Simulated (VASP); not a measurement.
# ZnO (zincite) (P6_3mc) in VASP: notebook

ZnO (zincite) is run at these levels: PBE; tasks: single point.

Program: VASP 6.6.1. These are calculated values, not measurements. Logs are shortened: lines on timing, memory, paths and dates and some standing lists are left out, and cuts for length are marked.

**What was measured.**

“Electronic structure of alkaline earth and post-transition metal oxides”, 2009, arxiv:0908.1581 quotes, for a bulk crystal of ZnO: band gap 3.37 eV.

The runs below are set against these values where they give the same quantity.

## Step 1: The cell of the first run

It takes space group P6_3mc (No. 186, hexagonal). Conventional cell: a = 3.292 Å, b = 3.292 Å, c = 5.274 Å, α = 90.00°, β = 90.00°, γ = 120.00°. Zn (site symmetry 3m) has 4 O at 2.00 Å within 2.6 Å. O (site symmetry 3m) has 4 Zn at 2.00 Å within 2.6 Å.

## Step 2: Single point, PBE

Contents of INCAR:

```
PREC     = Accurate       # precision mode
ENCUT    = 520            # plane-wave cutoff, eV
EDIFF    = 1E-6           # SCF threshold, eV
ISMEAR   = 0              # smearing method
SIGMA    = 0.01           # smearing width, eV
LREAL    = F              # projectors in reciprocal space
LASPH    = T              # aspherical terms in the spheres
NELM     = 80             # most SCF steps
ALGO     = Normal         # electronic algorithm
ISIF     = 2              # what is computed and relaxed
LWAVE    = F              # write WAVECAR
LCHARG   = T              # write CHGCAR
GGA      = PE             # functional
LELF     = T              # ELF
LVHAR    = T            
NBANDS   = 26             # bands
```

Contents of KPOINTS:

```
Automatic mesh
0
Gamma
  7 7 4
```

Contents of POSCAR:

```
ZnO
1.0
    3.2920669561      0.0000000000      0.0000000000
   -1.6460334781      2.8510133386      0.0000000000
    0.0000000000      0.0000000000      5.2742130269
Zn O
2 2
Direct
    0.3333333333      0.6666666667      0.5000000000
    0.6666666667      0.3333333333      0.0000000000
    0.6666666667      0.3333333333      0.3790100000
    0.3333333333      0.6666666667      0.8790100000
```

Potentials or basis: VASP PAW PBE potentials, release 64 (Zn, O).

Started as:

```console
> cat potpaw_PBE.64/Zn/POTCAR potpaw_PBE.64/O/POTCAR > POTCAR
> mpirun -np 1 vasp_std > vasp.out
```

OUTCAR:

```text
PREC = Accurate
   ENCUT = 520
   EDIFF = 1E-6
   ISMEAR = 0
   LREAL = F
   LASPH = T
   NELM = 80
   ISIF = 2
   GGA = PE

 ion  position               nearest neighbor table
   1  0.333  0.667  0.500-   4 2.00   3 2.00   3 2.00   3 2.00
   2  0.667  0.333  0.000-   3 2.00   4 2.00   4 2.00   4 2.00
   3  0.667  0.333  0.379-   2 2.00   1 2.00   1 2.00   1 2.00
   4  0.333  0.667  0.879-   1 2.00   2 2.00   2 2.00   2 2.00

  LATTYP: Found a hexagonal cell.
 ALAT       =     3.2920669561
 C/A-ratio  =     1.6020977390

  Lattice vectors:

 A1 = (   3.2920669561,   0.0000000000,   0.0000000000)
 A2 = (  -1.6460334781,   2.8510133386,   0.0000000000)
 A3 = (   0.0000000000,   0.0000000000,   5.2742130269)

Analysis of symmetry for initial positions (statically):
=====================================================================
 Subroutine PRICEL returns:
 Original cell was already a primitive cell.

 Routine SETGRP: Setting up the symmetry group for a
 hexagonal supercell.

 Subroutine GETGRP returns: Found 12 space group operations
 (whereof  6 operations were pure point group operations)
 out of a pool of 24 trial point group operations.

The static configuration has the point symmetry C_3v.
 The point group associated with its full space group is C_6v.

Analysis of symmetry for dynamics (positions and initial velocities):
=====================================================================
 Subroutine PRICEL returns:
 Original cell was already a primitive cell.

 Routine SETGRP: Setting up the symmetry group for a
 hexagonal supercell.

 Subroutine GETGRP returns: Found 12 space group operations
 (whereof  6 operations were pure point group operations)
 out of a pool of 24 trial point group operations.

The dynamic configuration has the point symmetry C_3v.
 The point group associated with its full space group is C_6v.

 Subroutine INISYM returns: Found 12 space group operations
 (whereof  6 operations are pure point group operations),
 and found     1 'primitive' translations

----------------------------------------------------------------------------------------

                                     Primitive cell

  volume of cell :      49.5023

  direct lattice vectors                    reciprocal lattice vectors
     3.292066956  0.000000000  0.000000000     0.303760529  0.175376240  0.000000000
    -1.646033478  2.851013339  0.000000000     0.000000000  0.350752480  0.000000000
     0.000000000  0.000000000  5.274213027     0.000000000  0.000000000  0.189601746

  length of vectors
     3.292066956  3.292066717  5.274213027     0.350752455  0.350752480  0.189601746

  position of ions in fractional coordinates (direct lattice)
     0.333333333  0.666666667  0.500000000
     0.666666667  0.333333333  0.000000000
     0.666666667  0.333333333  0.379010000
     0.333333333  0.666666667  0.879010000

  ion indices of the primitive-cell ions
   primitive index   ion index
                 1           1
                 2           2
                 3           3
                 4           4

----------------------------------------------------------------------------------------

 KPOINTS: Automatic mesh

Automatic generation of k-mesh.
 Grid dimensions read from file:
 generate k-points for:    7    7    4

 Generating k-lattice:

  Cartesian coordinates                     Fractional coordinates (reciprocal lattice)
     0.043394361  0.025053749  0.000000000     0.142857143 -0.000000000  0.000000000
     0.000000000  0.050107497  0.000000000     0.000000000  0.142857143  0.000000000
     0.000000000  0.000000000  0.047400437     0.000000000  0.000000000  0.250000000

  Length of vectors
     0.050107494  0.050107497  0.047400437

  Shift w.r.t. Gamma in fractional coordinates (k-lattice)
     0.000000000  0.000000000  0.000000000

 Subroutine IBZKPT returns following result:
 ===========================================

 Found     24 irreducible k-points:

 Following reciprocal coordinates:
            Coordinates               Weight
  0.000000  0.000000  0.000000      1.000000
  0.142857  0.000000  0.000000      6.000000
  0.285714  0.000000  0.000000      6.000000
  0.428571 -0.000000  0.000000      6.000000
  0.142857  0.142857  0.000000      6.000000
  0.285714  0.142857  0.000000     12.000000
[... 16 lines left out ...]
  0.428571  0.142857  0.500000      6.000000
  0.285714  0.285714  0.500000      6.000000
   k-points           NKPTS =     24   k-points in BZ     NKDIM =     24   number of bands    NBANDS=     26
   number of dos      NEDOS =    301   number of ions     NIONS =      4
   total plane-waves  NPLWV =  23040
   dimension x,y,z NGX =    24 NGY =   24 NGZ =   40
   dimension x,y,z NGXF=    48 NGYF=   48 NGZF=   80
   ions per type =               2   2
   NGX,Y,Z   is equivalent  to a cutoff of  12.12, 12.12, 12.61 a.u.
   NGXF,Y,Z  is equivalent  to a cutoff of  24.24, 24.24, 25.22 a.u.
 SYSTEM =  unknown system
   PREC   = accura    normal or accurate (medium, high low for compatibility)
   ISTART =      0    job   : 0-new  1-cont  2-samecut
   ICHARG =      2    charge: 1-file 2-atom 10-const
   ISPIN  =      1    spin polarized calculation?
   LNONCOLLINEAR =      F non collinear calculations
   LSORBIT =      F    spin-orbit coupling
   LASPH  =      T    aspherical Exc in radial PAW
   ENCUT  =  520.0 eV  38.22 Ry    6.18 a.u.   6.12  6.12  9.81*2*pi/ulx,y,z
   NELM   =     80;   NELMIN=  2; NELMDL= -5     # of ELM steps
   EDIFF  = 0.1E-05   stopping-criterion for ELM
   LREAL  =      F    real-space projection
   EDIFFG = 0.1E-04   stopping-criterion for IOM
   NSW    =      0    number of steps for IOM
   IBRION =     -1    ionic relax: 0-MD 1-quasi-New 2-CG
   NFREE  =      0    steps in history (QN), initial steepest desc. (CG)
   ISIF   =      2    stress and relaxation
   ISYM   =      2    0-nonsym 1-usesym 2-fastsym
   POTIM  = 0.5000    time-step for ionic-motion
   TEBEG  =    0.0;   TEEND  =   0.0 temperature during run
   PSTRESS=    0.0 pullay stress
   NELECT =      36.0000    total number of electrons
   NUPDOWN=      -1.0000    fix difference up-down
   EMIN   =  10.00;   EMAX   =-10.00  energy-range for DOS
   EFERMI =   0.00;   METHOD = LEGACY
   ISMEAR =     0;   SIGMA  =   0.01  broadening in eV -4-tet -1-fermi 0-gaus
   EFERMI_NEDOS =   21; number of points for ismear=-14 and -15
   IALGO  =     38    algorithm
   IMIX   =      4    mixing-type and parameters
     AMIX     =   0.40;   BMIX     =  1.00
     AMIX_MAG =   1.60;   BMIX_MAG =  1.00
  volume/ion in A,a.u.               =      12.38        83.51
  Fermi-wavevector in a.u.,A,eV,Ry     =   1.472201  2.782057 29.488942  2.167376
  Thomas-Fermi vector in A             =   2.587244
   LORBIT       =      0    0 simple, 1 ext, 2 COOP (PROOUT), +10 PAW based schemes
   GGA     = PE    functional components
   LHFCALC =     F    Hartree Fock is set to
   AEXX    =    0.0000 exact exchange contribution
   IVDW    =     0    specifies the selected vdW correction
   LEPSILON=     F    determine dielectric tensor
   LRPA    =     F    only Hartree local field effects (RPA)
 non-spin polarized calculation
 Gauss-broadening in eV      SIGMA  =   0.01
  energy-cutoff  :      520.00
  volume of cell :       49.50
 maximum number of plane-waves:      1348
   NGX = 13   NGY = 13   NGZ = 19

 number of electron      36.0000020 magnetization

 Free energy of the ion-electron system (eV)
  ---------------------------------------------------
  ext. energy  EPLUGINS =         0.00000000
  ---------------------------------------------------
  free energy    TOTEN  =       -17.85957097 eV

  energy without entropy =      -17.85957097  energy(sigma->0) =      -17.85957097

 E-fermi :   0.9927     XC(G=0): -10.7034

 val. band max:        0.8542873068   @ k =   0.0000   0.0000   0.0000
 cond. band min:       1.5850157490   @ k =   0.0000   0.0000   0.0000
 fundamental gap:      0.7307284422
 Fermi energy:         0.9927373056

 k-point     1 :       0.0000    0.0000    0.0000
  band No.  band energies     occupation
      1     -16.9258      2.00000
      2     -16.2531      2.00000
      3      -4.6537      2.00000
      4      -4.6537      2.00000
      5      -4.6192      2.00000
      6      -4.4765      2.00000
[... 18 lines left out ...]
     25      14.7146      0.00000
     26      14.7220      0.00000

 k-point     2 :       0.1429    0.0000    0.0000
  band No.  band energies     occupation
      1     -16.8252      2.00000
      2     -16.2106      2.00000
      3      -4.7548      2.00000
      4      -4.5965      2.00000
      5      -4.5643      2.00000
      6      -4.4779      2.00000
[... 18 lines left out ...]
     25      14.8374      0.00000
     26      14.8820      0.00000

 k-point     3 :       0.2857    0.0000    0.0000
  band No.  band energies     occupation
      1     -16.5794      2.00000
      2     -16.1258      2.00000
      3      -4.8953      2.00000
      4      -4.5683      2.00000
      5      -4.4867      2.00000
      6      -4.3394      2.00000
[... 18 lines left out ...]
     25      14.0100      0.00000
     26      14.6871      0.00000

 k-point     4 :       0.4286   -0.0000    0.0000
  band No.  band energies     occupation
      1     -16.3414      2.00000
      2     -16.0890      2.00000
      3      -4.8703      2.00000
      4      -4.6031      2.00000
      5      -4.4267      2.00000
      6      -4.1024      2.00000
[... 18 lines left out ...]
     25      13.8894      0.00000
     26      14.7244      0.00000
[... 496 lines left out ...]
      1     -16.2412      2.00000
      2     -16.2412      2.00000
      3      -4.9210      2.00000
      4      -4.9210      2.00000
      5      -4.3414      2.00000
      6      -4.3414      2.00000
[... 18 lines left out ...]
     25      14.4518      0.00000
     26      14.4518      0.00000

 k-point    23 :       0.4286    0.1429    0.5000
  band No.  band energies     occupation
      1     -16.1692      2.00000
      2     -16.1692      2.00000
      3      -4.8893      2.00000
      4      -4.8893      2.00000
      5      -4.2779      2.00000
      6      -4.2779      2.00000
[... 18 lines left out ...]
     25      14.8768      0.00000
     26      14.8768      0.00000

 k-point    24 :       0.2857    0.2857    0.5000
  band No.  band energies     occupation
      1     -16.1528      2.00000
      2     -16.1528      2.00000
      3      -4.7294      2.00000
      4      -4.7294      2.00000
      5      -4.3887      2.00000
      6      -4.3887      2.00000
[... 18 lines left out ...]
     25      15.6014      0.00000
     26      15.6014      0.00000

------------------------ aborting loop because EDIFF is reached ----------------------------------------

  FORCE on cell =-STRESS in cart. coord.  units (eV):
  Direction    XX          YY          ZZ          XY          YZ          ZX
  --------------------------------------------------------------------------------------
  -------------------------------------------------------------------------------------
  Total       -0.0491177     -0.0491177      0.4357330      0.0000000      0.0000000      0.0000000
  in kB       -1.5897281     -1.5897278     14.1028042      0.0000000      0.0000000      0.0000000
  external PRESSURE =       3.6411161 kB  Pullay stress =       0.0000000 kB

 VOLUME and BASIS-vectors are now :
 -----------------------------------------------------------------------------
  energy-cutoff  :      520.00
  volume of cell :       49.50
      direct lattice vectors                 reciprocal lattice vectors
     3.292066956  0.000000000  0.000000000     0.303760529  0.175376240  0.000000000
    -1.646033478  2.851013339  0.000000000     0.000000000  0.350752480  0.000000000
     0.000000000  0.000000000  5.274213027     0.000000000  0.000000000  0.189601746

 POSITION                                       TOTAL-FORCE (eV/Angst)
 -----------------------------------------------------------------------------------
     -0.00000      1.90068      2.63711        -0.000000     -0.000000     -0.060448
      1.64603      0.95034      0.00000         0.000000      0.000000     -0.060448
      1.64603      0.95034      1.99898         0.000000      0.000000      0.060448
     -0.00000      1.90068      4.63609         0.000000      0.000000      0.060448
 -----------------------------------------------------------------------------------
    total drift:                               -0.000001     -0.000001     -0.000961

  FREE ENERGIE OF THE ION-ELECTRON SYSTEM (eV)
  ---------------------------------------------------
  free  energy   TOTEN  =       -17.8595709670 eV

  energy  without entropy=      -17.8595709670  energy(sigma->0) =      -17.85957097
```

Run time: 11 s. Hardware: 1 thread of Intel Xeon 6975P-C (Granite Rapids), shared host; peak memory 0.17 GiB.

Results:

```
Free energy            : -17.8596 eV
Pressure               : 0.4 GPa
Largest force          : 0.060 eV/Å
Band gap on the k mesh : 0.73 eV, direct
```

Forces in eV/Å, atoms in the order of the input:
```
Zn   0.000  0.000 -0.060
Zn   0.000  0.000 -0.060
O    0.000  0.000  0.060
O    0.000  0.000  0.060
```

Stress tensor (GPa, compression positive):
```
-0.16  0.00  0.00
 0.00 -0.16  0.00
 0.00  0.00  1.41
```

## Step 3: Single point, PBE

This run uses another cell than the first one, of 12.85 Å³/atom, 1.038 times its volume.

Contents of INCAR:

```
SYSTEM = ZnO
PREC = Accurate ; ENCUT = 520
EDIFF = 1E-6 ; ISMEAR = 0
SIGMA = 0.01 ; LREAL = .False.
LASPH = .True. ; NELM = 60
ALGO = Normal ; ISIF = 2
LWAVE = .False. ; LCHARG = .False.
GGA = PE ; NBANDS = 26
```

Contents of KPOINTS:

```
regular mesh
0
Gamma
  7 7 4
  0 0 0
```

Contents of POSCAR:

```
ZnO
1.0
    3.3337431140      0.0000000000      0.0000000000
   -1.6668715570      2.8871059466      0.0000000000
    0.0000000000      0.0000000000      5.3409823052
Zn O
2 2
Direct
    0.3333333333      0.6666666667      0.5000000000
    0.6666666667      0.3333333333      0.0000000000
    0.6666666667      0.3333333333      0.3790100000
    0.3333333333      0.6666666667      0.8790100000
```

Potentials or basis: VASP PAW PBE potentials, release 64 (Zn, O).

Started as:

```console
> cat potpaw_PBE.64/Zn/POTCAR potpaw_PBE.64/O/POTCAR > POTCAR
> mpirun -np 1 vasp_std > vasp.out
```

It took 15 s on 1 thread of Intel Xeon 6975P-C (Granite Rapids), shared host; peak memory 0.18 GiB.

The run converged. Its results:

| Property | Result |
| --- | --- |
| Free energy | -17.8378 eV |
| Pressure | -4.1 GPa |
| Largest force | 0.048 eV/Å |
| Band gap on the k mesh | 0.67 eV, direct |

Forces on the atoms (eV/Å):
```
Zn   0.000  0.000 -0.048
Zn   0.000  0.000 -0.048
O    0.000  0.000  0.048
O    0.000  0.000  0.048
```

Stress tensor (GPa, compression positive):
```
-4.61  0.00  0.00
 0.00 -4.61  0.00
 0.00  0.00 -3.22
```

Levels at points of the mesh, in eV from the valence-band top:
| k point | band 15 | band 16 | band 17 | band 18 | band 19 | band 20 | band 21 | band 22 |
| --- | --- | --- | --- | --- | --- | --- | --- | --- |
| (0.00, 0.00, 0.00) | -0.72 | -0.05 | 0.00 | 0.00 | 0.67 | 4.92 | 8.00 | 12.45 |
| (0.00, 0.00, 0.50) | -0.36 | -0.36 | -0.36 | -0.36 | 3.27 | 3.27 | 9.80 | 9.80 |

## Step 4: Single point, PBE

This run uses another cell than the first one, of 13.33 Å³/atom, 1.077 times its volume.

Contents of INCAR:

```
  PREC = Accurate
  ENCUT = 520
  EDIFF = 1E-6
  ISMEAR = 0
  SIGMA = 0.01
  LREAL = False
  LASPH = True
  NELM = 60
  ALGO = Normal
  ISIF = 2
  LWAVE = False
  LCHARG = False
  GGA = PE
  NBANDS = 26
```

Contents of KPOINTS:

```
regular mesh
0
Gamma
  7 7 4
```

Contents of POSCAR:

```
ZnO
1.0
    3.3744025250      0.0000000000      0.0000000000
   -1.6872012625      2.9223180260      0.0000000000
    0.0000000000      0.0000000000      5.4061226557
Zn O
2 2
Direct
    0.3333333333      0.6666666667      0.5000000000
    0.6666666667      0.3333333333      0.0000000000
    0.6666666667      0.3333333333      0.3790100000
    0.3333333333      0.6666666667      0.8790100000
```

Started as:

```console
> cat potpaw_PBE.64/Zn/POTCAR potpaw_PBE.64/O/POTCAR > POTCAR
> mpirun -np 1 vasp_std > vasp.out
```

It took 15 s on 1 thread of Intel Xeon 6975P-C (Granite Rapids), shared host; peak memory 0.18 GiB.

The run converged. Its results:

```yaml
Free_energy: -17.7673 eV
Pressure: -7.8 GPa
Largest_force: 0.037 eV/Å
Band_gap_on_the_k_mesh: 0.62 eV, direct
```

Forces on the atoms (eV/Å):
```
Zn   0.000  0.000 -0.037
Zn   0.000  0.000 -0.037
O    0.000  0.000  0.037
O    0.000  0.000  0.037
```

Stress tensor (GPa, compression positive):
```
-8.22  0.00  0.00
 0.00 -8.22  0.00
 0.00  0.00 -6.99
```

Levels at points of the mesh, in eV from the valence-band top:
| k point | band 15 | band 16 | band 17 | band 18 | band 19 | band 20 | band 21 | band 22 |
| --- | --- | --- | --- | --- | --- | --- | --- | --- |
| (0.00, 0.00, 0.00) | -0.69 | -0.04 | 0.00 | 0.00 | 0.62 | 4.78 | 7.88 | 12.26 |
| (0.00, 0.00, 0.50) | -0.34 | -0.34 | -0.34 | -0.34 | 3.18 | 3.18 | 9.65 | 9.65 |

## Step 5: Overview

| cell | gap on the mesh (eV) | pressure (GPa) | largest force (eV/Å) |
| --- | --- | --- | --- |
| a = 3.292, b = 3.292, c = 5.274 Å, angles 90.0, 90.0, 120.0°, 4 atoms | 0.73 | 0.4 | 0.06 |
| a = 3.334, b = 3.334, c = 5.341 Å, angles 90.0, 90.0, 120.0°, 4 atoms | 0.67 | -4.1 | 0.05 |
| a = 3.374, b = 3.374, c = 5.406 Å, angles 90.0, 90.0, 120.0°, 4 atoms | 0.62 | -7.8 | 0.04 |

Alike in all rows: task single point; level PBE; potentials or basis VASP PAW PBE potentials, release 64 (Zn, O); no spin polarisation; k mesh 7 × 7 × 4; cutoff (eV) 520; smearing gaussian 0.01 eV.

Total energies depend on the potentials used, so only differences within one code and one set of settings carry meaning.

## Step 6: Against experiment

Step 2. Measured gap of ZnO: 3.37 eV (quoted in “Electronic structure of alkaline earth and post-transition metal oxides”, 2009, arxiv:0908.1581). This calculation gives 0.73 eV (-2.64 eV). So large a miss can be the level of theory's own, or it may mean another phase, state or a wrong row. The value is that of PBE, without temperature or zero-point motion. Semilocal functionals fall short of measured gaps as a rule.
